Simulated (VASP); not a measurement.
## MoSe: single point with PBEsol

The system is MoSe.

```xyz
2
Lattice="3.2269 0.0000 0.0000 0.0000 3.2269 0.0000 0.0000 0.0000 3.2269" Properties=species:S:1:pos:R:3 pbc="T T T"
Mo    0.0000    0.0000    0.0000
Se    1.6134    1.6134    1.6134
```

```yaml
Program: VASP 6.6.1
Task: single point
Functional: PBEsol
Potentials_or_basis: VASP PAW PBE potentials, release 64 (Mo_sv, Se)
Cutoff: 520 eV
k_mesh: 14 × 14 × 14
Occupations: gaussian, width 0.1 eV
Spin: collinear spin
Starting_moments: "[3.5, 0.0] μB"
Dipole_correction: no
Further_INCAR_settings: ALGO = Normal; EDIFF = 1e-06; NBANDS = 21
```

The pressure is -17.4 GPa. The band gap on the k mesh is zero (filled and empty bands overlap). The net moment is 0.00 μB per cell and the valence electrons inside the program's atomic spheres are Mo 12.25; Se 3.81.

Levels at points of the mesh, in eV from the Fermi level:
Spin up:
```csv
k point,band 6,band 7,band 8,band 9,band 10,band 11,band 12,band 13,band 14,band 15
"(0.00, 0.00, 0.00)",-3.17,-3.17,-1.79,-1.79,-1.79,0.58,0.58,0.58,2.53,9.14
"(0.50, 0.00, 0.00)",-8.20,-3.42,-3.42,-2.34,0.85,1.74,3.77,3.77,5.31,5.51
"(0.50, 0.50, 0.00)",-5.84,-5.84,-2.89,-0.83,-0.83,-0.38,0.11,2.01,4.44,9.98
"(0.50, 0.50, 0.50)",-6.97,-6.97,-6.97,2.11,2.11,2.82,2.82,2.82,4.13,4.13
```
Spin down:
```
           k point  band 7  band 8  band 9  band 10  band 11  band 12  band 13  band 14
(0.00, 0.00, 0.00)   -3.17   -1.79   -1.79    -1.79     0.58     0.58     0.58     2.53
(0.50, 0.00, 0.00)   -3.42   -3.42   -2.34     0.85     1.74     3.77     3.77     5.31
(0.50, 0.50, 0.00)   -5.84   -2.89   -0.83    -0.83    -0.38     0.11     2.01     4.44
(0.50, 0.50, 0.50)   -6.97   -6.97    2.11     2.11     2.82     2.82     2.82     4.13
```

It took 40 s on 1 thread of Intel(R) Xeon(R) 6975P-C (Granite Rapids) (shared host), peak memory 0.24 GiB.

Caveat: the cell stands under tension; the PAW data sets were made with another functional, which shifts forces and pressure a little.
